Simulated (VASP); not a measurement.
RbBr: single point with PBE

The system is RbBr, a wire with vacuum.

```
Rb Br
1.0
    10.40000    0.00000    0.00000
     0.00000    9.30000    0.00000
     0.00000    0.00000    5.68406
Rb Br
1 1
Direct
  0.43168 0.50000 0.00000
  0.56832 0.50000 0.50000
```

```
Program                : VASP 6.6.1
Task                   : single point
Functional             : PBE
Potentials or basis    : VASP PAW PBE potentials, release 64 (Rb_sv, Br)
Cutoff                 : 520 eV
k mesh                 : 1 × 1 × 12
Occupations            : gaussian, width 0.05 eV
Spin                   : collinear spin, ferromagnetic start
Starting moments       : [0.5, 0.5] μB
Dipole correction      : no
Further INCAR settings : ALGO = Normal; EDIFF = 1e-06; NBANDS = 19
```

```json
{
 "Largest force": "0.125 eV/Å",
 "Band gap on the k mesh": "3.70 eV, indirect (least direct gap 3.71 eV)",
 "Net moment": "0.00 μB per cell",
 "Valence electrons inside the program's atomic spheres": "Rb 7.31; Br 4.88"
}
```

Forces on the atoms (eV/Å):
```
Rb   0.125  0.000  0.000
Br  -0.125  0.000  0.000
```

Levels at points of the mesh, in eV from the valence-band top:
Spin up:
```
           k point  band 6  band 7  band 8  band 9  band 10  band 11
(0.00, 0.00, 0.00)   -0.21   -0.17   -0.01    3.70     5.38     5.57
(0.00, 0.00, 0.50)   -0.42   -0.04    0.00    4.68     5.09     6.25
```
Spin down:
| k point | band 4 | band 5 | band 6 | band 7 | band 8 | band 9 | band 10 | band 11 | band 12 | band 13 |
| --- | --- | --- | --- | --- | --- | --- | --- | --- | --- | --- |
| (0.00, 0.00, 0.00) | -10.03 | -9.97 | -0.21 | -0.17 | -0.01 | 3.70 | 5.38 | 5.57 | 5.80 | 6.08 |
| (0.00, 0.00, 0.50) | -10.09 | -9.76 | -0.42 | -0.04 | 0.00 | 4.68 | 5.08 | 6.25 | 6.33 | 6.39 |

It took 5.4 min on 1 thread of Intel Xeon 6975P-C, with other jobs on the host, peak memory 0.74 GiB.
